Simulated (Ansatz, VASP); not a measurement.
# GaSb: VASP beside Ansatz

INCAR

```
ALGO     = Normal         # electronic algorithm
EDIFF    = 1E-6           # SCF threshold, eV
ENCUT    = 520            # plane-wave cutoff, eV
GGA      = CA             # functional
ISIF     = 2              # what is computed and relaxed
ISMEAR   = -1             # smearing method
LASPH    = True           # aspherical terms in the spheres
LCHARG   = False          # write CHGCAR
LREAL    = False          # projectors in reciprocal space
LWAVE    = False          # write WAVECAR
NBANDS   = 16             # bands
NELM     = 100            # most SCF steps
PREC     = Accurate       # precision mode
SIGMA    = 0.05           # smearing width, eV
```

The input KPOINTS:

```
k-points
0
Gamma
  10 10 10
```

Contents of POSCAR:

```
GaSb
1.0
   -1.5559010000      2.6750030000      2.8933130000
    1.5559010000     -2.6750030000      2.8933130000
    1.5559010000      2.6750030000     -2.8933130000
Sb Ga
1 1
Direct
    0.5000000000      0.5000000000      0.0000000000
    0.0000000000      0.0000000000      0.0000000000
```

File input.yaml:

```yaml
crystal:
  lattice:
    - [-1.555901, 2.675003, 2.893313]
    - [1.555901, -2.675003, 2.893313]
    - [1.555901, 2.675003, -2.893313]
  atoms:
    - { symbol: Sb, position: [0.5, 0.5, 0.0] }
    - { symbol: Ga, position: [0.0, 0.0, 0.0] }
hamiltonian:
  xc: lda
  pseudopotentials: { kind: paw }
kpoints:
  mp_grid: { grid: [10, 10, 10] }
scf:
  occupations: { method: fermi_dirac, width: 0.05 }
output:
  forces: true
  stress: true
  eigenvalues: true
  write_density: true
  write_potential: true
  elf: true
  volumetric_format: npy
```

Alike in both runs: task single point; functional LDA; k mesh 10 × 10 × 10; occupations fermi-dirac, width 0.05 eV; no spin polarisation.

|  | VASP | Ansatz |
| --- | --- | --- |
| version | VASP 6.6.1 | Ansatz 0.2.0 |
| potentials or method | VASP PAW LDA potentials, release 64 (Sb, Ga_d) | Ansatz PAW |
| plane-wave cutoff (eV) | 520 | 420 |
| valence electrons in the cell | 18 | 28 |

|  | VASP | Ansatz | Ansatz less VASP |
| --- | --- | --- | --- |
| gap on the k mesh at the Fermi level (eV) | none | none | - |
| pressure (GPa) | -4.5 | -4.5 | -0.03 |
| traceless stress, the component that is largest in VASP (GPa) | 1.08 | 1.06 | -0.023 |

LDA's correlation is that of Perdew and Zunger in VASP and of Perdew and Wang (1992) in Ansatz. A gap of «none» marks a metal or a gap that the smearing closes. VASP's potentials hold 18 valence electrons a cell and Ansatz's 28, so a difference there can come from the potentials and not from the codes.

Neither program's run includes spin-orbit coupling.
